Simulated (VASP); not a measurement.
# Sr (Im-3m) in VASP: further runs

Sr is run at these levels: PBE, r2SCAN; tasks: single point, relaxation of volume and atoms at fixed shape.

Everything below comes from runs of VASP 6.6.1. Logs are shortened: lines on timing, memory, paths and dates and some standing lists are left out, and cuts for length are marked.

### Step 1. The cell of the first run

It takes space group Im-3m (No. 229, cubic). Conventional cell: a = 4.850 Å, b = 4.850 Å, c = 4.850 Å, α = 90.00°, β = 90.00°, γ = 90.00°. Sr (site symmetry m-3m) has 14 Sr at 4.20 to 4.85 Å within 5.5 Å.

This isn't the form of Sr at room conditions, which is fcc.

### Step 2. Single point, PBE

File INCAR:

```
ALGO = Normal ; EDIFF = 1E-6
ENCUT = 500 ; GGA = PE
GGA_COMPAT = False ; ISIF = 2
ISMEAR = 0 ; LASPH = True
LCHARG = True ; LELF = True
LREAL = False ; LVHAR = True
LWAVE = False ; NBANDS = 11
NELM = 120 ; PREC = Accurate
SIGMA = 0.1
```

File KPOINTS:

```
k-points
0
Gamma
  6 6 6
```

File POSCAR:

```
Sr
1.0
   -2.4250000000      2.4250000000      2.4250000000
    2.4250000000     -2.4250000000      2.4250000000
    2.4250000000      2.4250000000     -2.4250000000
Sr
1
Direct
    0.0000000000      0.0000000000      0.0000000000
```

Potentials or basis: VASP PAW PBE potentials, release 64 (Sr_sv).

Started as:

```
cat potpaw_PBE.64/Sr_sv/POTCAR > POTCAR
mpirun -np 1 vasp_std > vasp.out
```

OUTCAR:

```text
EDIFF = 1E-6
   ENCUT = 500
   GGA = PE
   ISIF = 2
   ISMEAR = 0
   LASPH = True
   LREAL = False
   NELM = 120
   PREC = Accurate

 ion  position               nearest neighbor table
   1  0.000  0.000  0.000-

  LATTYP: Found a body centered cubic cell.
 ALAT       =     4.8500000000

  Lattice vectors:

 A1 = (  -2.4250000000,   2.4250000000,   2.4250000000)
 A2 = (   2.4250000000,  -2.4250000000,   2.4250000000)
 A3 = (   2.4250000000,   2.4250000000,  -2.4250000000)

Analysis of symmetry for initial positions (statically):
=====================================================================
 Subroutine PRICEL returns:
 Original cell was already a primitive cell.

 Routine SETGRP: Setting up the symmetry group for a
 body centered cubic supercell.

 Subroutine GETGRP returns: Found 48 space group operations
 (whereof 48 operations were pure point group operations)
 out of a pool of 48 trial point group operations.

The static configuration has the point symmetry O_h .

Analysis of symmetry for dynamics (positions and initial velocities):
=====================================================================
 Subroutine PRICEL returns:
 Original cell was already a primitive cell.

 Routine SETGRP: Setting up the symmetry group for a
 body centered cubic supercell.

 Subroutine GETGRP returns: Found 48 space group operations
 (whereof 48 operations were pure point group operations)
 out of a pool of 48 trial point group operations.

The dynamic configuration has the point symmetry O_h .

 Subroutine INISYM returns: Found 48 space group operations
 (whereof 48 operations are pure point group operations),
 and found     1 'primitive' translations

----------------------------------------------------------------------------------------

                                     Primitive cell

  volume of cell :      57.0421

  direct lattice vectors                    reciprocal lattice vectors
    -2.425000000  2.425000000  2.425000000     0.000000000  0.206185567  0.206185567
     2.425000000 -2.425000000  2.425000000     0.206185567  0.000000000  0.206185567
     2.425000000  2.425000000 -2.425000000     0.206185567  0.206185567  0.000000000

  length of vectors
     4.200223208  4.200223208  4.200223208     0.291590425  0.291590425  0.291590425

  position of ions in fractional coordinates (direct lattice)
     0.000000000  0.000000000  0.000000000
[... 71 lines left out ...]
   IBRION =     -1    ionic relax: 0-MD 1-quasi-New 2-CG
   NFREE  =      0    steps in history (QN), initial steepest desc. (CG)
   ISIF   =      2    stress and relaxation
   ISYM   =      2    0-nonsym 1-usesym 2-fastsym
   POTIM  = 0.5000    time-step for ionic-motion
   TEBEG  =    0.0;   TEEND  =   0.0 temperature during run
   PSTRESS=    0.0 pullay stress
   NELECT =      10.0000    total number of electrons
   NUPDOWN=      -1.0000    fix difference up-down
   EMIN   =  10.00;   EMAX   =-10.00  energy-range for DOS
   EFERMI =   0.00;   METHOD = LEGACY
   ISMEAR =     0;   SIGMA  =   0.10  broadening in eV -4-tet -1-fermi 0-gaus
   EFERMI_NEDOS =   21; number of points for ismear=-14 and -15
   IALGO  =     38    algorithm
   IMIX   =      4    mixing-type and parameters
     AMIX     =   0.40;   BMIX     =  1.00
     AMIX_MAG =   1.60;   BMIX_MAG =  1.00
  volume/ion in A,a.u.               =      57.04       384.94
  Fermi-wavevector in a.u.,A,eV,Ry     =   0.916241  1.731445 11.422060  0.839498
  Thomas-Fermi vector in A             =   2.041074
   LORBIT       =      0    0 simple, 1 ext, 2 COOP (PROOUT), +10 PAW based schemes
   GGA     = PE    functional components
   LHFCALC =     F    Hartree Fock is set to
   AEXX    =    0.0000 exact exchange contribution
   IVDW    =     0    specifies the selected vdW correction
   LEPSILON=     F    determine dielectric tensor
   LRPA    =     F    only Hartree local field effects (RPA)
 non-spin polarized calculation
 Gauss-broadening in eV      SIGMA  =   0.10
  energy-cutoff  :      500.00
  volume of cell :       57.04
 maximum number of plane-waves:      1481
 NGX is ok and might be reduce to    32
   NGX = 15   NGY = 15   NGZ = 15

 number of electron      10.0000000 magnetization

 Free energy of the ion-electron system (eV)
  ---------------------------------------------------
  ext. energy  EPLUGINS =         0.00000000
  ---------------------------------------------------
  free energy    TOTEN  =        -1.62299372 eV

  energy without entropy =       -1.61485674  energy(sigma->0) =       -1.61892523

 E-fermi :   1.4924     XC(G=0):  -7.2373

 val. band max:        1.4841777231   @ k =   0.5000   0.5000   0.3333
 cond. band min:       1.5543363831   @ k =   0.5000   0.5000   0.1667
 fundamental gap:      0.0701586599
 Fermi energy:         1.4923598264

 k-point     1 :       0.0000    0.0000    0.0000
  band No.  band energies     occupation
      1     -35.2226      2.00000
      2     -17.1147      2.00000
      3     -17.1147      2.00000
      4     -17.1147      2.00000
      5      -2.1201      2.00000
      6       3.7975      0.00000
      7       3.7975      0.00000
      8       3.7975      0.00000
      9       5.0708      0.00000
     10       5.0708      0.00000
     11       9.4030      0.00000
[... 197 lines left out ...]
 k-point    16 :       0.5000    0.5000    0.5000
  band No.  band energies     occupation
      1     -35.1998      2.00000
      2     -17.2396      2.00000
      3     -17.2396      2.00000
      4     -17.2396      2.00000
      5       1.3728      1.90905
      6       1.3728      1.90905
      7       4.9425      0.00000
      8       4.9425      0.00000
      9       4.9425      0.00000
     10       6.3210      0.00000
     11       6.3210      0.00000

------------------------ aborting loop because EDIFF is reached ----------------------------------------

  FORCE on cell =-STRESS in cart. coord.  units (eV):
  Direction    XX          YY          ZZ          XY          YZ          ZX
  --------------------------------------------------------------------------------------
  -------------------------------------------------------------------------------------
  Total       -0.2477069     -0.2477069     -0.2477069      0.0000000      0.0000000     -0.0000000
  in kB       -6.9575047     -6.9575047     -6.9575047      0.0000000      0.0000000     -0.0000000
  external PRESSURE =      -6.9575047 kB  Pullay stress =       0.0000000 kB

 VOLUME and BASIS-vectors are now :
 -----------------------------------------------------------------------------
  energy-cutoff  :      500.00
  volume of cell :       57.04
      direct lattice vectors                 reciprocal lattice vectors
    -2.425000000  2.425000000  2.425000000     0.000000000  0.206185567  0.206185567
     2.425000000 -2.425000000  2.425000000     0.206185567  0.000000000  0.206185567
     2.425000000  2.425000000 -2.425000000     0.206185567  0.206185567  0.000000000

 POSITION                                       TOTAL-FORCE (eV/Angst)
 -----------------------------------------------------------------------------------
      0.00000      0.00000      0.00000        -0.000000      0.000000      0.000000
 -----------------------------------------------------------------------------------
    total drift:                                0.000000      0.000000     -0.000000

  FREE ENERGIE OF THE ION-ELECTRON SYSTEM (eV)
  ---------------------------------------------------
  free  energy   TOTEN  =        -1.6229937227 eV

  energy  without entropy=       -1.6148567352  energy(sigma->0) =       -1.61892523
```

stdout:

```text
POSCAR found type information on POSCAR Sr
 POSCAR found :  1 types and       1 ions
 scaLAPACK will be used
 LDA part: xc-table for (Slater+PW92), standard interpolation
 POSCAR, INCAR and KPOINTS ok, starting setup
 FFT: planning ... GRIDC
 FFT: planning ... GRID_SOFT
 FFT: planning ... GRID
 WAVECAR not read
 entering main loop
```

It took 13 s on 1 thread of Intel Xeon 8259CL, shared host; peak memory 0.17 GiB.

What came out:

- Free energy: -1.6230 eV
- Pressure: -0.7 GPa
- Band gap on the k mesh: zero (bands 5 and 6 overlap by 0.30 eV)

### Step 3. Single point, r2SCAN

POSCAR is that of step 2.

File INCAR.step1:

```
SYSTEM = Sr
  PREC = Accurate
  ENCUT = 550
  ISMEAR = 0
  SIGMA = 0.1
  LREAL = .FALSE.
  LASPH = .TRUE.
  NELM = 120
  NBANDS = 11
  GGA = PE
  ALGO = Normal
  EDIFF = 1E-5
  LWAVE = .TRUE.
  LCHARG = .FALSE.
  GGA_COMPAT = .FALSE.
```

File INCAR.step2:

```
SYSTEM = Sr
  PREC = Accurate
  ENCUT = 550
  EDIFF = 1E-6
  ISMEAR = 0
  SIGMA = 0.1
  LREAL = .FALSE.
  LASPH = .TRUE.
  NELM = 120
  ALGO = Normal
  ISIF = 2
  LWAVE = .FALSE.
  LCHARG = .FALSE.
  METAGGA = R2SCAN
  LMIXTAU = .TRUE.
  NBANDS = 11
  ISTART = 1
  GGA_COMPAT = .FALSE.
```

File KPOINTS:

```
Automatic mesh
0
G
  4 4 4
  0 0 0
```

Potentials or basis: VASP PAW PBE potentials, release 64 (Sr_sv).

Started as:

```
cat potpaw_PBE.64/Sr_sv/POTCAR > POTCAR
cp INCAR.step1 INCAR
mpirun -np 1 vasp_std > vasp.out
cp INCAR.step2 INCAR
mpirun -np 1 vasp_std > vasp.out
```

Wall time 39 s (1 thread of Intel Xeon 8259CL, shared host); peak memory 0.19 GiB.

The run converged. Its results:

```yaml
Free_energy: -15.0834 eV
Pressure: -0.5 GPa
Band_gap_on_the_k_mesh: zero (bands 5 and 6 overlap by 0.44 eV)
```

Levels at points of the mesh, in eV from the Fermi level:
```csv
k point,band 2,band 3,band 4,band 5,band 6,band 7,band 8,band 9
"(0.00, 0.00, 0.00)",-19.31,-19.31,-19.31,-3.73,2.76,2.76,2.76,4.05
"(0.50, 0.00, 0.00)",-19.49,-19.36,-19.31,-0.88,0.13,1.52,3.90,4.56
"(0.50, 0.50, 0.50)",-19.43,-19.43,-19.43,-0.02,-0.02,3.79,3.79,3.79
```

Caveat: the k points lie up to 0.46 Å⁻¹ apart; the PAW data sets were made with another functional, which shifts forces and pressure a little.

[end of part 1 of 2]
